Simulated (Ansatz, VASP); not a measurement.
Ca5SiN2: VASP beside Ansatz

```
Ca Si N
1.0
     6.80344    0.00000    0.00000
     0.00000    6.80344    0.00000
     0.00000    0.00000    4.68471
Ca Si N
5 1 2
Cartesian
  5.0217 5.0217 0.9654
  1.7818 1.7818 0.9654
  1.7818 5.0217 0.9654
  5.0217 1.7818 0.9654
  0.0000 0.0000 3.3278
  3.4017 3.4017 3.3229
  0.0000 0.0000 0.9871
  3.4017 3.4017 1.5895
```

Alike in both runs: functional PBE; k mesh 2 × 2 × 3; occupations gaussian, width 0.15 eV; no spin polarisation.

Ansatz relaxed the structure, and its values are those at the end. VASP's run is a single point on that final structure, the one shown.

```csv
,VASP,Ansatz
version,VASP 6.6.1,Ansatz 0.2.0
potentials or method,"VASP PAW PBE potentials, release 64 (Ca_sv, Si, N), cutoff 520 eV","scalar-relativistic, plane waves, PAW"
valence electrons in the cell,64,64
```

VASP gave:

- gap on the k mesh at the Fermi level (eV): none
- pressure (GPa): 0.5
- rms of the force components (eV/Å): 0.023

Q: Which values does Ansatz return?

A: gap on the k mesh at the Fermi level (eV): none; pressure (GPa): 0.4; rms of the force components (eV/Å): 0.023.

A gap of «none» marks a metal or a gap that the smearing closes.

The k mesh is coarse, so the values compare programs but aren't converged.
